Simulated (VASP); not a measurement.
Runs of VASP 6.6.1 on Sr. The structure is that of space group Fm-3m (No. 225), or close to it. The cells are those of the table. 

```csv
cell,further INCAR settings,gap on the mesh (eV),pressure (GPa)
"a = 4.141, b = 4.194, c = 5.931 Å, 2 atoms",ALGO = Fast; EDIFF = 1e-07; NBANDS = 17,none,0.1
"a = 4.141, b = 4.175, c = 5.965 Å, 2 atoms",ALGO = Fast; EDIFF = 1e-07; NBANDS = 17,none,0.1
"a = 4.141, b = 4.141, c = 5.997 Å, 2 atoms",ALGO = Fast; EDIFF = 1e-06; NBANDS = 17,none,0.1
"a = 4.183, b = 4.183, c = 6.093 Å, 2 atoms",ALGO = Fast; EDIFF = 1e-06; NBANDS = 17,none,-0.3
"a = 4.183, b = 4.183, c = 5.916 Å, 2 atoms",ALGO = Fast; EDIFF = 1e-06; NBANDS = 17,none,0.0
"a = 4.099, b = 4.161, c = 6.018 Å, 2 atoms",ALGO = Fast; EDIFF = 1e-06; NBANDS = 17,none,0.1
"a = 4.225, b = 4.225, c = 5.834 Å, 2 atoms",ALGO = Fast; EDIFF = 1e-07; NBANDS = 17,none,0.0
"a = 4.225, b = 4.225, c = 5.880 Å, 2 atoms",ALGO = Fast; EDIFF = 1e-06; NBANDS = 17,none,(a)
```

Alike in all rows: task single point; level PBEsol; potentials or basis VASP PAW PBE potentials, release 64 (Sr_sv); no spin polarisation; k mesh 12 × 12 × 10; cutoff (eV) 520; smearing gaussian 0.1 eV.

Fill in the values left out.

(a) -0.1.

Caveats: the PAW data sets were made with another functional, which shifts forces and pressure a little.

A k mesh can miss the band edges, and the runs leave out spin-orbit coupling on Sr.

A gap of «none» marks levels without a gap at the run's occupations.
